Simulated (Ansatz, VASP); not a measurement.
**One calculation of CuF, two programs**

INCAR

```
SYSTEM = CuF
ALGO = Normal ; EDIFF = 1E-6
ENCUT = 820 ; GGA = PE
GGA_COMPAT = .FALSE. ; ISIF = 2
ISMEAR = -1 ; LASPH = .TRUE.
LCHARG = .FALSE. ; LREAL = .FALSE.
LWAVE = .FALSE. ; NBANDS = 34
NELM = 120 ; PREC = Accurate
SIGMA = 0.02
```

KPOINTS

```
k-points
0
G
  9 9 4
  0 0 0
```

The input POSCAR:

```
CuF
1.0
    3.4636356870      0.0000000000      0.0000000000
   -1.7318178435      2.9995964944      0.0000000000
    0.0000000000      0.0000000000      5.4027293711
Cu F
2 2
Direct
    0.3333333333      0.6666666667      0.2500000000
    0.6666666667      0.3333333333      0.7500000000
    0.6666666667      0.3333333333      0.2500000000
    0.3333333333      0.6666666667      0.7500000000
```

Input for Ansatz:

```yaml
crystal:
  lattice:
    - [3.463635687, 0.0, 0.0]
    - [-1.7318178435, 2.9995964944, 0.0]
    - [0.0, 0.0, 5.4027293711]
  atoms:
    - { symbol: Cu, position: [0.3333333333, 0.6666666667, 0.25] }
    - { symbol: Cu, position: [0.6666666667, 0.3333333333, 0.75] }
    - { symbol: F, position: [0.6666666667, 0.3333333333, 0.25] }
    - { symbol: F, position: [0.3333333333, 0.6666666667, 0.75] }
kpoints:
  mp_grid: { grid: [9, 9, 4] }
hamiltonian:
  xc: pbe
scf:
  occupations: { method: fermi_dirac, width: 0.02 }
  n_extra_bands: 5
output:
  forces: true
  stress: true
  eigenvalues: true
```

Alike in both runs: task single point; functional PBE; k mesh 9 × 9 × 4; occupations fermi-dirac, width 0.02 eV; no spin polarisation.

```csv
,VASP,Ansatz
version,VASP 6.6.1,Ansatz 0.2.0
potentials or method,"VASP PAW PBE potentials, release 64 (Cu_sv_GW, F)","plane waves, PAW"
plane-wave cutoff (eV),820,420
valence electrons in the cell,52,52
```

Ansatz gave:

- pressure (GPa): 4.3
- traceless stress, the component that is largest in VASP (GPa): -2.51

Task: Which values does VASP return?

Result: Pressure (GPa): 3.8; traceless stress, the component that is largest in VASP (GPa): -2.65.
